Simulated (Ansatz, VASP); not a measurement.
## One calculation of BeTe, two programs

```
Be Te
1.0
     0.00000    2.83146    2.83146
     2.83146    0.00000    2.83146
     2.83146    2.83146    0.00000
Be Te
1 1
Cartesian
  0.0000 0.0000 0.0000
  1.4157 1.4157 1.4157
```

Alike in both runs: task relaxation of cell and atoms; functional PBE; k mesh 8 × 8 × 8; occupations gaussian, width 0.02 eV; no spin polarisation.

```csv
,VASP,Ansatz
version,VASP 6.6.1,Ansatz 0.2.0
potentials or method,"VASP PAW PBE potentials, release 64 (Be, Te), cutoff 600 eV","scalar-relativistic, plane waves, PAW"
valence electrons in the cell,8,18
```

```csv
,VASP,Ansatz,Ansatz less VASP
"gap on the k mesh at the Fermi level, each at its own relaxed structure (eV)",2.02,2.03,+0.009
relaxed volume (Å³/atom),22.76,22.72,-0.047
relaxed cell length with the largest relative difference (Å),4.008,4.005,-0.0028
```

VASP's potentials hold 8 valence electrons a cell and Ansatz's 18, so a difference there can come from the potentials and not from the codes.

Spin-orbit coupling is off throughout.
